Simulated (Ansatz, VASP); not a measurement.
## ZnC2: VASP beside Ansatz

```
Zn C
1.0
    -1.79907    1.79907    4.08132
     1.79907   -1.79907    4.08132
     1.79907    1.79907   -4.08132
Zn C
2 4
Direct
  0.00000 0.00000 0.00000
  0.75000 0.25000 0.50000
  0.40759 0.40759 0.00000
  0.15759 0.65759 0.50000
  0.34241 0.84241 0.50000
  0.59241 0.59241 0.00000
```

Alike in both runs: functional PBE; k mesh 14 × 14 × 14; occupations gaussian, width 0.1 eV; no spin polarisation.

Ansatz relaxed the structure, and its values are those at the end. VASP's run is a single point on that final structure, the one shown.

|  | VASP | Ansatz |
| --- | --- | --- |
| version | VASP 6.6.1 | Ansatz 0.2.0 |
| potentials or method | VASP PAW PBE potentials, release 64 (Zn, C), cutoff 600 eV | scalar-relativistic, plane waves, PAW |
| valence electrons in the cell | 40 | 40 |

```tsv
	VASP	Ansatz	Ansatz less VASP
gap on the k mesh at the Fermi level (eV)	none	none	-
pressure (GPa)	0.4	0.0	-0.36
rms of the force components (eV/Å)	0.010	0.000	-0.0098
```

A gap of «none» marks a metal or a gap that the smearing closes.
